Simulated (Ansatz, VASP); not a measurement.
LaBr in VASP and in Ansatz

```
CELL_PARAMETERS angstrom
2.18323 1.26049 11.23777
-2.18323 1.26049 11.23777
0.00000 -2.52098 11.23777
ATOMIC_POSITIONS crystal
La 0.88011 0.88011 0.88011
La 0.11989 0.11989 0.11989
Br 0.60743 0.60743 0.60743
Br 0.39257 0.39257 0.39257
```

Change from the starting cell: volume scaled by 1.18, no spin polarisation, PAW files.

Alike in both runs: task single point; functional LDA; k mesh 8 × 8 × 8; occupations fermi-dirac, width 0.05 eV; no spin polarisation.

|  | VASP | Ansatz |
| --- | --- | --- |
| version | VASP 6.6.1 | Ansatz 0.2.0 |
| potentials or method | VASP PAW LDA potentials, release 64 (La, Br) | PAW with Ansatz's default frozen-core files, scalar-relativistic |
| plane-wave cutoff (eV) | 520 | 420 |
| valence electrons in the cell | 36 | 36 |

```csv
,VASP,Ansatz,Ansatz less VASP
pressure (GPa),-5.6,-5.5,+0.02
"traceless stress, the component that is largest in VASP (GPa)",0.26,0.27,+0.009
rms of the force components (eV/Å),0.478,0.477,-0.0012
```

LDA's correlation is that of Perdew and Zunger in VASP and of Perdew and Wang (1992) in Ansatz. Atom by atom the forces differ by 0.001 eV/Å (rms over components).

Neither program's run includes spin-orbit coupling.
